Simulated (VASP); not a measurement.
# SnO2 (P4_2/mnm) in VASP: relaxation of cell and atoms with r2SCAN

Aim: the relaxation of cell and atoms of SnO2 with r2SCAN.

Everything below comes from runs of VASP 6.6.1. Logs are shortened: lines on timing, memory, paths and dates and some standing lists are left out, and cuts for length are marked.

**1. The cell of the first run**

The structure is tetragonal, space group P4_2/mnm (No. 136). Conventional cell: a = 4.738 Å, b = 4.738 Å, c = 3.187 Å, α = 90.00°, β = 90.00°, γ = 90.00°. Sn (site symmetry mmm) has 6 O at 2.05 to 2.06 Å within 2.7 Å. O (site symmetry m2m) has 3 Sn at 2.05 to 2.06 Å and 1 O at 2.59 Å within 2.7 Å.

**2. Relaxation of cell and atoms, r2SCAN**

POSCAR

```
SnO2
1.0
    4.7380000000      0.0000000000      0.0000000000
    0.0000000000      4.7380000000      0.0000000000
    0.0000000000      0.0000000000      3.1865000000
Sn O
2 4
Direct
    0.0000000000      0.0000000000      0.0000000000
    0.5000000000      0.5000000000      0.5000000000
    0.3071000000      0.3071000000      0.0000000000
    0.1929000000      0.8071000000      0.5000000000
    0.6929000000      0.6929000000      0.0000000000
    0.8071000000      0.1929000000      0.5000000000
```

INCAR.step1

```
SYSTEM = SnO2
PREC     = Accurate       ! precision mode
ENCUT    = 600            ! plane-wave cutoff, eV
ISMEAR   = 0              ! smearing method
SIGMA    = 0.01           ! smearing width, eV
LREAL    = .FALSE.        ! projectors in reciprocal space
LASPH    = .TRUE.         ! aspherical terms in the spheres
NELM     = 100            ! most SCF steps
GGA      = PE             ! functional
ALGO     = Normal         ! electronic algorithm
EDIFF    = 1E-4           ! SCF threshold, eV
LWAVE    = .TRUE.         ! write WAVECAR
LCHARG   = .FALSE.        ! write CHGCAR
```

INCAR.step2

```
SYSTEM = SnO2
PREC     = Accurate       ! precision mode
ENCUT    = 600            ! plane-wave cutoff, eV
EDIFF    = 1E-6           ! SCF threshold, eV
ISMEAR   = 0              ! smearing method
SIGMA    = 0.01           ! smearing width, eV
LREAL    = .FALSE.        ! projectors in reciprocal space
LASPH    = .TRUE.         ! aspherical terms in the spheres
NELM     = 100            ! most SCF steps
ALGO     = Normal         ! electronic algorithm
ISIF     = 3              ! what is computed and relaxed
LWAVE    = .FALSE.        ! write WAVECAR
LCHARG   = .FALSE.        ! write CHGCAR
METAGGA  = R2SCAN         ! meta-GGA
LMIXTAU  = .TRUE.       
IBRION   = 2              ! ionic algorithm
NSW      = 80             ! ionic steps
EDIFFG   = -0.01          ! ionic threshold
ISTART   = 1
```

KPOINTS

```
Automatic mesh
0
G
  6 6 8
  0 0 0
```

Potentials or basis: VASP PAW PBE potentials, release 64 (Sn_d, O).

Command:

```console
$ cat potpaw_PBE.64/Sn_d/POTCAR potpaw_PBE.64/O/POTCAR > POTCAR
$ cp INCAR.step1 INCAR
$ mpirun -np 1 vasp_std > vasp.out
$ cp INCAR.step2 INCAR
$ mpirun -np 1 vasp_std > vasp.out
```

OUTCAR:

```text
SYSTEM = SnO2
   PREC = Accurate
   ENCUT = 600
   EDIFF = 1E-6
   ISMEAR = 0
   LREAL = .FALSE.
   LASPH = .TRUE.
   NELM = 100
   ISIF = 3
   METAGGA = R2SCAN
   IBRION = 2
   NSW = 80
   EDIFFG = -0.01
   ISTART = 1

 ion  position               nearest neighbor table
   1  0.000  0.000  0.000-   4 2.05   6 2.05   4 2.05   6 2.05   5 2.06   3 2.06   2 3.71   2 3.71
                             2 3.71   2 3.71   2 3.71   2 3.71   2 3.71   2 3.71
   2  0.500  0.500  0.500-   3 2.05   5 2.05   3 2.05   5 2.05   4 2.06   6 2.06   1 3.71   1 3.71
                             1 3.71   1 3.71   1 3.71   1 3.71   1 3.71   1 3.71
   3  0.307  0.307  0.000-   2 2.05   2 2.05   1 2.06
   4  0.193  0.807  0.500-   1 2.05   1 2.05   2 2.06
   5  0.693  0.693  0.000-   2 2.05   2 2.05   1 2.06
   6  0.807  0.193  0.500-   1 2.05   1 2.05   2 2.06

  LATTYP: Found a simple tetragonal cell.
 ALAT       =     4.7380000000
 C/A-ratio  =     0.6725411566

  Lattice vectors:

 A1 = (   4.7380000000,   0.0000000000,   0.0000000000)
 A2 = (   0.0000000000,   4.7380000000,   0.0000000000)
 A3 = (   0.0000000000,   0.0000000000,   3.1865000000)

Analysis of symmetry for initial positions (statically):
=====================================================================
 Subroutine PRICEL returns:
 Original cell was already a primitive cell.

 Routine SETGRP: Setting up the symmetry group for a
 simple tetragonal supercell.

 Subroutine GETGRP returns: Found 16 space group operations
 (whereof  8 operations were pure point group operations)
 out of a pool of 16 trial point group operations.

The static configuration has the point symmetry D_2h.
 The point group associated with its full space group is D_4h.

Analysis of symmetry for dynamics (positions and initial velocities):
=====================================================================
 Subroutine PRICEL returns:
 Original cell was already a primitive cell.

 Routine SETGRP: Setting up the symmetry group for a
 simple tetragonal supercell.

 Subroutine GETGRP returns: Found 16 space group operations
 (whereof  8 operations were pure point group operations)
 out of a pool of 16 trial point group operations.

The dynamic configuration has the point symmetry D_2h.
 The point group associated with its full space group is D_4h.

 Subroutine INISYM returns: Found 16 space group operations
 (whereof  8 operations are pure point group operations),
 and found     1 'primitive' translations

----------------------------------------------------------------------------------------

                                     Primitive cell

  volume of cell :      71.5326

  direct lattice vectors                    reciprocal lattice vectors
     4.738000000  0.000000000  0.000000000     0.211059519  0.000000000  0.000000000
     0.000000000  4.738000000  0.000000000     0.000000000  0.211059519  0.000000000
     0.000000000  0.000000000  3.186500000     0.000000000  0.000000000  0.313823945

  length of vectors
     4.738000000  4.738000000  3.186500000     0.211059519  0.211059519  0.313823945

  position of ions in fractional coordinates (direct lattice)
     0.000000000  0.000000000  0.000000000
     0.500000000  0.500000000  0.500000000
     0.307100000  0.307100000  0.000000000
     0.192900000  0.807100000  0.500000000
     0.692900000  0.692900000  0.000000000
     0.807100000  0.192900000  0.500000000

  ion indices of the primitive-cell ions
   primitive index   ion index
                 1           1
                 2           2
                 3           3
                 4           4
                 5           5
                 6           6

----------------------------------------------------------------------------------------

 KPOINTS: Automatic mesh

Automatic generation of k-mesh.
 Grid dimensions read from file:
 generate k-points for:    6    6    8

 Generating k-lattice:

  Cartesian coordinates                     Fractional coordinates (reciprocal lattice)
     0.035176586  0.000000000  0.000000000     0.166666667  0.000000000  0.000000000
     0.000000000  0.035176586  0.000000000     0.000000000  0.166666667  0.000000000
     0.000000000  0.000000000  0.039227993     0.000000000  0.000000000  0.125000000

  Length of vectors
     0.035176586  0.035176586  0.039227993

  Shift w.r.t. Gamma in fractional coordinates (k-lattice)
     0.000000000  0.000000000  0.000000000

 Subroutine IBZKPT returns following result:
 ===========================================

 Found     50 irreducible k-points:

 Following reciprocal coordinates:
            Coordinates               Weight
  0.000000  0.000000  0.000000      1.000000
  0.166667  0.000000  0.000000      4.000000
  0.333333  0.000000  0.000000      4.000000
  0.500000  0.000000  0.000000      2.000000
  0.166667  0.166667  0.000000      4.000000
  0.333333  0.166667  0.000000      8.000000
[... 16 lines left out ...]
  0.333333  0.000000  0.250000      8.000000
  0.500000  0.000000  0.250000      4.000000
 [... further k-points ...]
   k-points           NKPTS =     50   k-points in BZ     NKDIM =     50   number of bands    NBANDS=     31
   number of dos      NEDOS =    301   number of ions     NIONS =      6
   total plane-waves  NPLWV =  44800
   dimension x,y,z NGX =    40 NGY =   40 NGZ =   28
   dimension x,y,z NGXF=    80 NGYF=   80 NGZF=   56
   ions per type =               2   4
   NGX,Y,Z   is equivalent  to a cutoff of  14.04, 14.04, 14.61 a.u.
   NGXF,Y,Z  is equivalent  to a cutoff of  28.07, 28.07, 29.22 a.u.
 SYSTEM =  SnO2
   PREC   = accura    normal or accurate (medium, high low for compatibility)
   ISTART =      1    job   : 0-new  1-cont  2-samecut
   ICHARG =      0    charge: 1-file 2-atom 10-const
   ISPIN  =      1    spin polarized calculation?
   LNONCOLLINEAR =      F non collinear calculations
   LSORBIT =      F    spin-orbit coupling
   LASPH  =      T    aspherical Exc in radial PAW
   ENCUT  =  600.0 eV  44.10 Ry    6.64 a.u.   9.46  9.46  6.36*2*pi/ulx,y,z
   NELM   =    100;   NELMIN=  2; NELMDL=  0     # of ELM steps
   EDIFF  = 0.1E-05   stopping-criterion for ELM
   LREAL  =      F    real-space projection
   EDIFFG = -.1E-01   stopping-criterion for IOM
   NSW    =     80    number of steps for IOM
   IBRION =      2    ionic relax: 0-MD 1-quasi-New 2-CG
   NFREE  =      1    steps in history (QN), initial steepest desc. (CG)
   ISIF   =      3    stress and relaxation
   ISYM   =      2    0-nonsym 1-usesym 2-fastsym
   POTIM  = 0.5000    time-step for ionic-motion
   TEBEG  =    0.0;   TEEND  =   0.0 temperature during run
   PSTRESS=    0.0 pullay stress
   NELECT =      52.0000    total number of electrons
   NUPDOWN=      -1.0000    fix difference up-down
   EMIN   =  10.00;   EMAX   =-10.00  energy-range for DOS
   EFERMI =   0.00;   METHOD = LEGACY
   ISMEAR =     0;   SIGMA  =   0.01  broadening in eV -4-tet -1-fermi 0-gaus
   EFERMI_NEDOS =   21; number of points for ismear=-14 and -15
   IALGO  =     38    algorithm
   IMIX   =      4    mixing-type and parameters
     AMIX     =   0.40;   BMIX     =  1.00
     AMIX_MAG =   1.60;   BMIX_MAG =  1.00
  volume/ion in A,a.u.               =      11.92        80.45
  Fermi-wavevector in a.u.,A,eV,Ry     =   1.472000  2.781677 29.480903  2.166785
  Thomas-Fermi vector in A             =   2.587068
   LORBIT       =      0    0 simple, 1 ext, 2 COOP (PROOUT), +10 PAW based schemes
   METAGGA = R2SCAN    functional components
   LHFCALC =     F    Hartree Fock is set to
   AEXX    =    0.0000 exact exchange contribution
   IVDW    =     0    specifies the selected vdW correction
   LEPSILON=     F    determine dielectric tensor
   LRPA    =     F    only Hartree local field effects (RPA)
 conjugate gradient relaxation of ions
 non-spin polarized calculation
 Gauss-broadening in eV      SIGMA  =   0.01
  energy-cutoff  :      600.00
  volume of cell :       71.53
 maximum number of plane-waves:      2409
 NGX is ok and might be reduce to    40
   NGX = 19   NGY = 19   NGZ = 13

--------------------------------------- Ionic step        1  -------------------------------------------

 number of electron      52.0000000 magnetization

 Free energy of the ion-electron system (eV)
  ---------------------------------------------------
  ext. energy  EPLUGINS =         0.00000000
  ---------------------------------------------------
  free energy    TOTEN  =       -84.62086922 eV

  energy without entropy =      -84.62086922  energy(sigma->0) =      -84.62086922

------------------------ aborting loop because EDIFF is reached ----------------------------------------

  FORCE on cell =-STRESS in cart. coord.  units (eV):
  Direction    XX          YY          ZZ          XY          YZ          ZX
  --------------------------------------------------------------------------------------
  -------------------------------------------------------------------------------------
  Total        1.6605231      1.6605231      2.4699748      0.0000000      0.0000000      0.0000000
  in kB       37.1921659     37.1921659     55.3221533      0.0000000      0.0000000      0.0000000
  external PRESSURE =      43.2354950 kB  Pullay stress =       0.0000000 kB
[... 145 lines left out ...]
  energy  without entropy=      -84.6423024882  energy(sigma->0) =      -84.64230249

--------------------------------------- Ionic step        5  -------------------------------------------

 number of electron      52.0000006 magnetization

 Free energy of the ion-electron system (eV)
  ---------------------------------------------------
  ext. energy  EPLUGINS =         0.00000000
  ---------------------------------------------------
  free energy    TOTEN  =       -84.64274355 eV

  energy without entropy =      -84.64274355  energy(sigma->0) =      -84.64274355

 E-fermi :   5.6590     XC(G=0): -11.9476

 val. band max:        5.5123366995   @ k =   0.0000   0.0000   0.0000
 cond. band min:       7.2563272040   @ k =   0.0000   0.0000   0.0000
 fundamental gap:      1.7439905045
 Fermi energy:         5.6589661111

 k-point     1 :       0.0000    0.0000    0.0000
  band No.  band energies     occupation
      1     -16.2160      2.00000
      2     -15.3069      2.00000
      3     -15.0209      2.00000
      4     -15.0209      2.00000
      5     -14.9995      2.00000
      6     -14.9622      2.00000
[... 805 lines left out ...]
     30      15.0053      0.00000
     31      15.8557      0.00000

 [... further k-points ...]

------------------------ aborting loop because EDIFF is reached ----------------------------------------

  FORCE on cell =-STRESS in cart. coord.  units (eV):
  Direction    XX          YY          ZZ          XY          YZ          ZX
  --------------------------------------------------------------------------------------
  -------------------------------------------------------------------------------------
  Total        0.0339231      0.0339231     -0.0266340     -0.0000000      0.0000000      0.0000000
  in kB        0.7466133      0.7466133     -0.5861877     -0.0000000      0.0000000      0.0000000
  external PRESSURE =       0.3023463 kB  Pullay stress =       0.0000000 kB
[... 21 lines left out ...]
  FREE ENERGIE OF THE ION-ELECTRON SYSTEM (eV)
  ---------------------------------------------------
  free  energy   TOTEN  =       -84.6427435489 eV

  energy  without entropy=      -84.6427435489  energy(sigma->0) =      -84.64274355

 reached required accuracy - stopping structural energy minimisation
```

Wall time 48 min (1 thread of Oxide Virtual Turin-like, shared host); peak memory 0.27 GiB.

What came out:

- Free energy: -84.6427 eV
- Relaxed volume: 12.13 Å³/atom
- Relaxed cell: a = 4.763 Å, b = 4.763 Å, c = 3.209 Å, α = 90.00°, β = 90.00°, γ = 90.00°
- Space group after relaxing (to 0.1 Å): P4_2/mnm (No. 136)
- Energy gained by relaxing: 3.6 meV/atom
- Ionic steps: 5
- Pressure after relaxing: 0.0 GPa
- Largest force after relaxing: 0.008 eV/Å
- Band gap on the k mesh: 1.74 eV

Forces on the atoms (eV/Å):
```
Sn   0.000  0.000  0.000
Sn   0.000  0.000  0.000
O   -0.006 -0.006  0.000
O    0.006 -0.006  0.000
O    0.006  0.006  0.000
O   -0.006  0.006  0.000
```

The path:
```
step  energy change (eV)  largest force (eV/Å)  pressure (GPa)  volume (Å³)
   1              0.0000                0.2774            4.32        71.53
   2              0.0236                0.2129           -6.08        74.91
   3             -0.0214                0.0590           -0.18        72.88
   4             -0.0214                0.0614           -0.08        72.86
   5             -0.0219                0.0084            0.03        72.80
```

Final structure:
```yaml
crystal:
  lattice:
    - [4.76322, 0.00000, 0.00000]
    - [0.00000, 4.76322, 0.00000]
    - [0.00000, 0.00000, 3.20855]
  atoms:
    - { symbol: Sn, position: [0.00000, 0.00000, 0.00000] }
    - { symbol: Sn, position: [0.50000, 0.50000, 0.50000] }
    - { symbol: O, position: [0.30591, 0.30591, 0.00000] }
    - { symbol: O, position: [0.19409, 0.80591, 0.50000] }
    - { symbol: O, position: [0.69409, 0.69409, 0.00000] }
    - { symbol: O, position: [0.80591, 0.19409, 0.50000] }
```

Levels at points of the mesh, in eV from the valence-band top:
```csv
k point,band 23,band 24,band 25,band 26,band 27,band 28,band 29,band 30
"(0.00, 0.00, 0.00)",-1.22,-0.77,-0.77,0.00,1.74,6.76,7.02,7.02
"(0.50, 0.00, 0.00)",-1.17,-1.17,-0.62,-0.62,4.96,4.96,7.77,7.77
"(0.50, 0.50, 0.00)",-1.30,-1.30,-0.91,-0.91,5.39,5.39,8.18,8.18
"(0.00, 0.00, 0.50)",-1.66,-1.66,-1.26,-1.26,6.82,6.82,10.50,10.50
"(0.50, 0.00, 0.50)",-1.10,-1.10,-0.69,-0.69,7.10,7.10,8.83,8.83
"(0.50, 0.50, 0.50)",-0.95,-0.95,-0.85,-0.85,5.48,5.48,9.63,9.63
```

Caveat: the PAW data sets were made with another functional, which shifts forces and pressure a little; spin-orbit coupling is left out, which moves the levels of the heavy elements.
